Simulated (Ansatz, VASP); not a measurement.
## Al3In5N8 in VASP and in Ansatz

```
CELL_PARAMETERS angstrom
0.00000 0.01041 -5.40910
-6.72450 0.00000 0.00000
3.36225 5.88724 -0.01119
ATOMIC_POSITIONS crystal
Al 0.00223 0.66083 0.33204
Al 0.00223 0.17121 0.33204
Al 0.50488 0.33603 0.17205
In 0.00516 0.66837 0.83675
In 0.00365 0.17356 0.84711
In 0.50297 0.83805 0.17611
In 0.50314 0.32495 0.65406
In 0.50314 0.82911 0.65406
N 0.64988 0.63467 0.31430
N 0.64988 0.17963 0.31430
N 0.61196 0.66767 0.83534
N 0.60384 0.18115 0.86230
N 0.14459 0.34848 0.19696
N 0.09986 0.84844 0.19688
N 0.10628 0.31598 0.63784
N 0.10628 0.82186 0.63784
```

Alike in both runs: task single point; functional PBEsol; k mesh 4 × 2 × 2; occupations gaussian, width 0.02 eV; no spin polarisation.

|  | VASP | Ansatz |
| --- | --- | --- |
| version | VASP 6.6.1 | Ansatz 0.2.0 |
| potentials or method | VASP PAW PBE potentials, release 64 (Al, In_d, N), cutoff 520 eV | scalar-relativistic, plane waves, PAW |
| valence electrons in the cell | 114 | 114 |

```csv
,VASP,Ansatz,Ansatz less VASP
gap on the k mesh at the Fermi level (eV),0.76,0.76,+0.007
least direct gap on the mesh (eV),0.76,0.76,+0.007
pressure (GPa),0.1,0.0,-0.11
rms of the force components (eV/Å),0.015,0.010,-0.0050
```

VASP's potentials were made for PBE, not for PBEsol.

The k mesh is coarse, so the values compare programs but aren't converged.
